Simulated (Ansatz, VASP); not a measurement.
# Two plane-wave programs on Ba3MgCd

```
Ba Mg Cd
1.0
     5.28233    0.00000    0.00000
     0.00000    5.28233    0.00000
     0.00000    0.00000    5.28233
Ba Mg Cd
3 1 1
Direct
  0.00000 0.50000 0.50000
  0.50000 0.00000 0.50000
  0.50000 0.50000 0.00000
  0.00000 0.00000 0.00000
  0.50000 0.50000 0.50000
```

Alike in both runs: task relaxation of cell and atoms; functional PBE; k mesh 4 × 4 × 4; occupations gaussian, width 0.1 eV; no spin polarisation.

|  | VASP | Ansatz |
| --- | --- | --- |
| version | VASP 6.6.1 | Ansatz 0.2.0 |
| potentials or method | VASP PAW PBE potentials, release 64 (Ba_sv, Mg, Cd), cutoff 600 eV | scalar-relativistic, plane waves, PAW |
| valence electrons in the cell | 44 | 60 |

Ansatz gave:

| Quantity | Value |
| --- | --- |
| gap on the k mesh at the Fermi level, each at its own relaxed structure (eV) | none |
| relaxed volume (Å³/atom) | 57.54 |
| relaxed cell length with the largest relative difference (Å) | 6.601 |

Task: Which values does VASP return?

Result: gap on the k mesh at the Fermi level, each at its own relaxed structure (eV): none; relaxed volume (Å³/atom): 58.21; relaxed cell length with the largest relative difference (Å): 6.627.

A gap of «none» marks a metal or a gap that the smearing closes. VASP's potentials hold 44 valence electrons a cell and Ansatz's 60, so a difference there can come from the potentials and not from the codes.

Spin-orbit coupling is off throughout. Noted on VASP's run: the volume moved by over 15 % at a fixed basis, so the end points are rough.
